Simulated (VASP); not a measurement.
Here is a VASP 6.6.1 calculation.

INCAR

```
PREC = Accurate
ENCUT = 520
EDIFF = 1E-7
ISMEAR = 0
SIGMA = 0.1
LREAL = F
LASPH = T
NELM = 60
ALGO = Normal
ISIF = 2
LWAVE = F
LCHARG = F
GGA = PE
NBANDS = 16
```

File KPOINTS:

```
regular mesh
0
Gamma
  6 6 6
```

Contents of POSCAR:

```
SiC3
1.0
    3.5756969826      0.0000000000      0.0000000000
    0.0000000000      3.5756969826      0.0000000000
    0.0000000000      0.0000000000      3.4043470061
Si C
1 3
Direct
    0.0000000000      0.0000000000      0.5000000000
    0.0000000000      0.0000000000      0.0000000000
    0.5000000000      0.5000000000      0.6987638000
    0.5000000000      0.5000000000      0.3012362000
```

Potentials or basis: VASP PAW PBE potentials, release 64 (Si, C).

Launch:

```bash
$ cat potpaw_PBE.64/Si/POTCAR potpaw_PBE.64/C/POTCAR > POTCAR
$ mpirun -np 1 vasp_std > vasp.out
```

(1) Estimate the band gap on the k mesh.

(2) Predict the pressure.

(3) What does it give for the largest force?

## Answers

(1) zero (bands 8 and 9 overlap by 2.83 eV).

(2) 0.2 GPa.

(3) 0.085 eV/Å.
